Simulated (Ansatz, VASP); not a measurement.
# ZnO in VASP and in Ansatz

```
Zn O
1.0
     0.00000    2.13376    2.13376
     2.13376    0.00000    2.13376
     2.13376    2.13376    0.00000
Zn O
1 1
Direct
  0.00000 0.00000 0.00000
  0.50000 0.50000 0.50000
```

Alike in both runs: functional r2SCAN; k mesh 12 × 12 × 12; occupations gaussian, width 0.02 eV; no spin polarisation.

Ansatz relaxed the structure, and its values are those at the end. VASP's run is a single point on that final structure, the one shown.

|  | VASP | Ansatz |
| --- | --- | --- |
| version | VASP 6.6.1 | Ansatz 0.2.0 |
| potentials or method | VASP PAW PBE potentials, release 64 (Zn, O), cutoff 520 eV | scalar-relativistic, plane waves, PAW |
| valence electrons in the cell | 18 | 18 |

|  | VASP | Ansatz | Ansatz less VASP |
| --- | --- | --- | --- |
| gap on the k mesh at the Fermi level (eV) | 1.55 | 1.57 | +0.020 |
| least direct gap on the mesh (eV) | 2.98 | 3.01 | +0.022 |
| pressure (GPa) | 1.5 | 0.0 | -1.45 |

VASP's potentials were made for PBE, not for r2SCAN. With one functional, cell and mesh, what is left measures potentials, basis and numerics.
